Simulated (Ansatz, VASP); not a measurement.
## Al2O3 in VASP and in Ansatz

File INCAR:

```
PREC = Accurate
ENCUT = 520
EDIFF = 1E-6
ISMEAR = 0
SIGMA = 0.05
LREAL = False
LASPH = True
NELM = 80
ALGO = Normal
ISIF = 2
LWAVE = False
LCHARG = False
NBANDS = 20
```

Contents of KPOINTS:

```
Automatic mesh
0
Gamma
  12 12 4
```

File POSCAR:

```
Al2O3
1.0
    2.6707617509      0.0000000000      0.0000000000
   -1.3353808755      2.3129475238      0.0000000000
    0.0000000000      0.0000000000     10.5470742869
Al O
2 3
Direct
    0.0000000000      0.0000000000      0.1469612859
    0.0000000000      0.0000000000      0.8530387141
    0.3333333333      0.6666666667      0.2184227737
    0.6666666667      0.3333333333      0.0000000000
    0.3333333333      0.6666666667      0.7815772263
```

Input for Ansatz:

```yaml
crystal:
  lattice:
    - [2.6707617509, 0.0, 0.0]
    - [-1.3353808755, 2.3129475238, 0.0]
    - [0.0, 0.0, 10.5470742869]
  atoms:
    - { symbol: Al, position: [0.0, 0.0, 0.1469612859] }
    - { symbol: Al, position: [0.0, 0.0, 0.8530387141] }
    - { symbol: O, position: [0.3333333333, 0.6666666667, 0.2184227737] }
    - { symbol: O, position: [0.6666666667, 0.3333333333, 0.0] }
    - { symbol: O, position: [0.3333333333, 0.6666666667, 0.7815772263] }
basis:
  ecutwfc: 420
kpoints:
  mp_grid: { grid: [12, 12, 4] }
hamiltonian:
  xc: lda
scf:
  occupations: { method: gaussian, width: 0.05 }
output:
  forces: true
  stress: true
  eigenvalues: true
```

Alike in both runs: task single point; functional LDA; k mesh 12 × 12 × 4; occupations gaussian, width 0.05 eV; no spin polarisation.

```csv
,VASP,Ansatz
version,VASP 6.6.1,Ansatz 0.2.0
potentials or method,"VASP PAW LDA potentials, release 64 (Al, O), cutoff 520 eV","scalar-relativistic, plane waves, PAW"
valence electrons in the cell,24,24
```

```tsv
	VASP	Ansatz	Ansatz less VASP
gap on the k mesh at the Fermi level (eV)	4.83	4.81	-0.024
least direct gap on the mesh (eV)	4.83	4.81	-0.024
pressure (GPa)	12.2	11.1	-1.12
traceless stress, the component that is largest in VASP (GPa)	-34.29	-33.57	+0.726
rms of the force components (eV/Å)	0.995	0.974	-0.0209
```

LDA's correlation is that of Perdew and Zunger in VASP and of Perdew and Wang (1992) in Ansatz. Atom by atom the forces differ by 0.041 eV/Å (rms over components).
